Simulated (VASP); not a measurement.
Set up this calculation in VASP 6.6.1, as the native input.

```
Task                   : single point
Functional             : LDA
Potentials or basis    : VASP PAW LDA potentials, release 64 (Si, C)
Cutoff                 : 520 eV
k mesh                 : 12 × 12 × 4
Occupations            : gaussian, width 0.02 eV
Spin                   : no spin polarisation
Dipole correction      : no
Further INCAR settings : ALGO = Normal; EDIFF = 1e-06; NBANDS = 26
```

The structure of SiC lies in POSCAR:

```
SiC
1.0
    3.0584217985     -0.0000000029      0.0000000000
   -1.5292108968      2.6486709744      0.0000000000
    0.0000000000      0.0000000000     10.0121483264
Si C
4 4
Direct
    0.6666666667      0.3333333333      0.9378414617
    0.3333333333      0.6666666667      0.4378414617
    0.0000000000      0.0000000000      0.6879005816
    0.0000000000      0.0000000000      0.1879005816
    0.6666666667      0.3333333333      0.7498077831
    0.3333333333      0.6666666667      0.2498077831
    0.0000000000      0.0000000000      0.5004491737
    0.0000000000      0.0000000000      0.0004491737
```

These files were run (other wordings do the same):

INCAR

```
SYSTEM = SiC
PREC = Accurate
ENCUT = 520
EDIFF = 1E-6
ISMEAR = 0
SIGMA = 0.02
LREAL = .FALSE.
LASPH = .TRUE.
NELM = 100
ALGO = Normal
ISIF = 2
LWAVE = .FALSE.
LCHARG = .TRUE.
GGA = CA
LELF = .TRUE.
LVHAR = .TRUE.
NBANDS = 26
```

KPOINTS

```
Automatic mesh
0
G
  12 12 4
  0 0 0
```

Potentials or basis: VASP PAW LDA potentials, release 64 (Si, C).

Launch:

```sh
$ cat potpaw_LDA.64/Si/POTCAR potpaw_LDA.64/C/POTCAR > POTCAR
$ mpirun -np 1 vasp_std > vasp.out
```

Results of the run:

* Pressure: 0.4 GPa
* Band gap on the k mesh: 2.17 eV (least direct gap 3.30 eV)

Wall time 90 s on 1 thread of Intel Xeon 8259CL (shared host), peak memory 0.22 GiB.
